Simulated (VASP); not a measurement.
# Si7N8O2 in VASP: further runs, part 3 of 3

VASP 6.6.1. Earlier steps stand in the parts before.

## (6) Single point, PBE

The input, INCAR:

```
SYSTEM = Si7N8O2
  PREC = Accurate
  ENCUT = 520
  EDIFF = 1E-6
  ISMEAR = -1
  SIGMA = 0.2482
  LREAL = Auto
  LASPH = .True.
  NELM = 120
  ALGO = Normal
  ISIF = 2
  LWAVE = .False.
  LCHARG = .False.
  GGA = PE
  NBANDS = 54
  ISYM = -1
  GGA_COMPAT = .False.
```

The input, KPOINTS:

```
explicit points
1
Reciprocal
  0.25000000   0.25000000   0.25000000 1
```

The input, POSCAR:

```
Si7N8O2
1.0
    5.8386290000      0.0627810000      0.1075870000
    0.0627810000      6.0367170000      0.0979630000
    0.1075870000      0.0979630000      5.8205090000
Si N O
7 8 2
Direct
    0.9418052743      0.5059616462      0.0310040712
    0.3582324949      0.3553411948      0.5788774747
    0.5360181995     -0.1058850307      0.6608434460
    0.3336038696      0.8356312953      0.2542222015
    0.0489394558      0.9673332407      0.9009780561
    0.9687802834      0.5546096081      0.4865587554
    0.8551254701      0.1739636873      0.4241685068
    0.8148795032      0.7413013113     -0.2731253472
    0.4328389338      0.6029244119      0.4801495666
   -0.0071861692      0.6829012817      0.2453005536
    0.6262190435      0.1741950861      0.6442524698
    0.1973432921      0.0703496063      0.4805888572
    0.3943407338      0.3925148390     -0.0383012667
    0.3263933873      0.8528456444     -0.0540622827
    0.5710282472      0.4203477453      0.0645437122
    0.9114344257      0.1561326057      0.0748637767
    0.5629592013      0.9969925942      0.2866971811
```

Potentials or basis: VASP PAW PBE potentials, release 64 (Si, N, O).

Launch:

```bash
cat potpaw_PBE.64/Si/POTCAR potpaw_PBE.64/N/POTCAR potpaw_PBE.64/O/POTCAR > POTCAR
mpirun -np 1 vasp_std > vasp.out
```

OUTCAR:

```text
SYSTEM = Si7N8O2
   PREC = Accurate
   ENCUT = 520
   EDIFF = 1E-6
   ISMEAR = -1
   LREAL = Auto
   LASPH = .True.
   NELM = 120
   ISIF = 2
   GGA = PE
   ISYM = -1

 ion  position               nearest neighbor table
   1  0.942  0.506  0.031-  10 1.71  16 2.13  15 2.24   8 2.36   6 2.69   5 2.94   7 3.03
   2  0.358  0.355  0.579-   9 1.65  11 1.93  12 2.08  13 2.27   6 2.62   3 2.98
   3  0.536  0.894  0.661-  11 1.78   8 1.90  14 2.04   9 2.19  17 2.25   4 2.72   7 2.83   2 2.98

   4  0.334  0.836  0.254-  17 1.69  14 1.80   9 1.98  12 2.09  10 2.21   3 2.72   5 2.78   6 3.01

   5  0.049  0.967  0.901-  16 1.72  14 1.77   8 2.24   4 2.78   1 2.94
   6  0.969  0.555  0.487-  10 1.58   8 2.00   7 2.45   2 2.62   1 2.69   4 3.01
   7  0.855  0.174  0.424-  11 1.82  16 2.05  12 2.12  17 2.22   6 2.45   3 2.83   1 3.03
   8  0.815  0.741  0.727-   3 1.90   6 2.00   5 2.24   1 2.36
   9  0.433  0.603  0.480-   2 1.65   4 1.98   3 2.19
  10  0.993  0.683  0.245-   6 1.58   1 1.71   4 2.21
  11  0.626  0.174  0.644-   3 1.78   7 1.82   2 1.93
  12  0.197  0.070  0.481-   2 2.08   4 2.09   7 2.12
  13  0.394  0.393  0.962-  15 1.23   2 2.27
  14  0.326  0.853  0.946-   5 1.77   4 1.80   3 2.04
  15  0.571  0.420  0.065-  13 1.23   1 2.24
  16  0.911  0.156  0.075-   5 1.72   7 2.05   1 2.13
  17  0.563  0.997  0.287-   4 1.69   7 2.22   3 2.25

IMPORTANT INFORMATION: All symmetrisations will be switched off!
NOSYMM: (Re-)initialisation of all symmetry stuff for point group C_1.

----------------------------------------------------------------------------------------

                                     Primitive cell

  volume of cell :     205.0030

  direct lattice vectors                    reciprocal lattice vectors
     5.838629000  0.062781000  0.107587000     0.171349524 -0.001731086 -0.003138110
     0.062781000  6.036717000  0.097963000    -0.001731086  0.165715698 -0.002757107
     0.107587000  0.097963000  5.820509000    -0.003138110 -0.002757107  0.171910689

  length of vectors
     5.839957621  6.037838218  5.822327432     0.171387000  0.165747673  0.171961433

  position of ions in fractional coordinates (direct lattice)
     0.941805274  0.505961646  0.031004071
     0.358232495  0.355341195  0.578877475
[... 94 lines left out ...]
   LEPSILON=     F    determine dielectric tensor
   LRPA    =     F    only Hartree local field effects (RPA)
 non-spin polarized calculation
  energy-cutoff  :      520.00
  volume of cell :      205.00
 maximum number of plane-waves:      5522
 NGX is ok and might be reduce to    48
   NGX = 21   NGY = 23   NGZ = 21

 number of electron      80.0000002 magnetization

 Free energy of the ion-electron system (eV)
  ---------------------------------------------------
  ext. energy  EPLUGINS =         0.00000000
  ---------------------------------------------------
  free energy    TOTEN  =      -114.78148738 eV

  energy without entropy =     -114.05564058  energy(sigma->0) =     -114.41856398

 E-fermi :   6.2067     XC(G=0): -10.4218

 val. band max:        5.7742511608   @ k =   0.2500   0.2500   0.2500
 cond. band min:       6.5744305665   @ k =   0.2500   0.2500   0.2500
 fundamental gap:      0.8001794056
 Fermi energy:         6.2066670018

 k-point     1 :       0.2500    0.2500    0.2500
  band No.  band energies     occupation
      1     -15.2684      2.00000
      2     -13.9399      2.00000
      3     -12.7519      2.00000
      4     -11.2216      2.00000
      5     -10.1639      2.00000
      6      -9.6793      2.00000
[... 44 lines left out ...]
     51      10.4941      0.00000
     52      10.9724      0.00000
 [bands above 52 left out]

------------------------ aborting loop because EDIFF is reached ----------------------------------------

  FORCE on cell =-STRESS in cart. coord.  units (eV):
  Direction    XX          YY          ZZ          XY          YZ          ZX
  --------------------------------------------------------------------------------------
  -------------------------------------------------------------------------------------
  Total      -29.2684300    -13.1409687    -12.9145539      2.6362357     -7.1976116     -5.8100573
  in kB     -228.7440273   -102.7017200   -100.9322012     20.6031950    -56.2521006    -45.4078306
  external PRESSURE =    -144.1259828 kB  Pullay stress =       0.0000000 kB

 VOLUME and BASIS-vectors are now :
 -----------------------------------------------------------------------------
  energy-cutoff  :      520.00
  volume of cell :      205.00
      direct lattice vectors                 reciprocal lattice vectors
     5.838629000  0.062781000  0.107587000     0.171349524 -0.001731086 -0.003138110
     0.062781000  6.036717000  0.097963000    -0.001731086  0.165715698 -0.002757107
     0.107587000  0.097963000  5.820509000    -0.003138110 -0.002757107  0.171910689

 POSITION                                       TOTAL-FORCE (eV/Angst)
 -----------------------------------------------------------------------------------
      5.53395      3.11651      0.33135        -0.969813     -1.108144     -2.397332
      2.17617      2.22429      3.44271         0.188112     -3.205787      1.316103
      3.25684      5.49591      3.99170         0.262606     -1.293749      0.304371
      2.02760      5.09032      1.59745         1.369972      0.713969      1.589148
      0.44340      5.93085      5.34418        -0.844088     -0.541720     -1.447810
      5.74351      3.45651      2.99058        -1.775576     -1.927865      6.073544
[... 9 lines left out ...]
      5.33938      1.00708      0.54910         1.793773     -0.798639      0.008278
      3.38035      6.08199      1.82696         0.710627     -2.192843      0.868889
 -----------------------------------------------------------------------------------
    total drift:                               -0.005586     -0.000519     -0.000414

  FREE ENERGIE OF THE ION-ELECTRON SYSTEM (eV)
  ---------------------------------------------------
  free  energy   TOTEN  =      -114.7814873830 eV

  energy  without entropy=     -114.0556405809  energy(sigma->0) =     -114.41856398
```

OSZICAR:

```text
N       E                     dE             d eps       ncg     rms          rms(c)
DAV:   1     0.363030724584E+03    0.36303E+03   -0.38538E+04   108   0.134E+03
DAV:   2    -0.911202398347E+02   -0.45415E+03   -0.42822E+03   136   0.269E+02
DAV:   3    -0.128641116500E+03   -0.37521E+02   -0.36586E+02   128   0.798E+01
DAV:   4    -0.129561573609E+03   -0.92046E+00   -0.91556E+00   136   0.129E+01
DAV:   5    -0.129576343897E+03   -0.14770E-01   -0.14760E-01   128   0.163E+00    0.254E+01
DAV:   6    -0.114965002338E+03    0.14611E+02   -0.64066E+01   128   0.334E+01    0.118E+01
DAV:   7    -0.114920547870E+03    0.44454E-01   -0.49903E+00   128   0.105E+01    0.598E+00
DAV:   8    -0.114800257480E+03    0.12029E+00   -0.50972E-01   136   0.374E+00    0.275E+00
DAV:   9    -0.114779775216E+03    0.20482E-01   -0.12156E-01   136   0.203E+00    0.670E-01
DAV:  10    -0.114780182783E+03   -0.40757E-03   -0.23993E-02   128   0.835E-01    0.396E-01
DAV:  11    -0.114781022708E+03   -0.83992E-03   -0.67083E-03   136   0.401E-01    0.243E-01
DAV:  12    -0.114781311348E+03   -0.28864E-03   -0.10149E-03   136   0.179E-01    0.110E-01
DAV:  13    -0.114781475877E+03   -0.16453E-03   -0.43239E-04   128   0.991E-02    0.329E-02
DAV:  14    -0.114781481864E+03   -0.59874E-05   -0.45624E-05   136   0.426E-02    0.164E-02
DAV:  15    -0.114781486641E+03   -0.47770E-05   -0.29583E-05   128   0.250E-02    0.830E-03
DAV:  16    -0.114781487383E+03   -0.74174E-06   -0.38341E-06   104   0.120E-02
   1 F= -.11478149E+03 E0= -.11441856E+03  d E =-.725847E+00
```

It took 40 s on 1 thread of Intel Xeon 6975P-C (Granite Rapids), shared host; peak memory 0.31 GiB.

What came out:

* Free energy: -114.7815 eV
* Pressure: -14.4 GPa
* Largest force: 6.615 eV/Å

Forces on the atoms (eV/Å):
```
Si  -0.970 -1.108 -2.397
Si   0.188 -3.206  1.316
Si   0.263 -1.294  0.304
Si   1.370  0.714  1.589
Si  -0.844 -0.542 -1.448
Si  -1.776 -1.928  6.074
Si   0.246 -0.024 -0.381
N    1.350  0.921  0.306
N    0.013  4.881 -1.714
N    1.429  2.626 -3.689
N   -0.258  0.027 -0.091
N   -2.046  0.444  0.393
N    4.708  0.275  2.882
N   -1.401  1.035 -1.071
N   -4.776  0.170 -2.950
O    1.794 -0.799  0.008
O    0.711 -2.193  0.869
```

Stress tensor (GPa, compression positive):
```
-22.87   2.06  -4.54
  2.06 -10.27  -5.63
 -4.54  -5.63 -10.09
```

Caveat: the standard files for N, O and F lose accuracy on very short bonds; the atoms stand as in a frame of molecular dynamics.

## (7) Summary

```tsv
cell	smearing	pressure (GPa)	largest force (eV/Å)
as given, atomic positions A	fermi-dirac 0.3447 eV	-3.7	4.21
as given, atomic positions B	fermi-dirac 0.3447 eV	-2.2	6.39
as given, atomic positions C	fermi-dirac 0.2482 eV	-9.2	5.06
as given, atomic positions D	fermi-dirac 0.2482 eV	2.6	5.67
as given, atomic positions E	fermi-dirac 0.2482 eV	-14.4	6.61
```

Alike in all rows: task single point; level PBE; potentials or basis VASP PAW PBE potentials, release 64 (Si, N, O); no spin polarisation; k mesh 1 × 1 × 1, shifted; cutoff (eV) 520.

Caveats: the atoms stand as in a frame of molecular dynamics; the standard files for N, O and F lose accuracy on very short bonds (at least some runs).

Absolute energies hang on the potentials; compare differences alone.
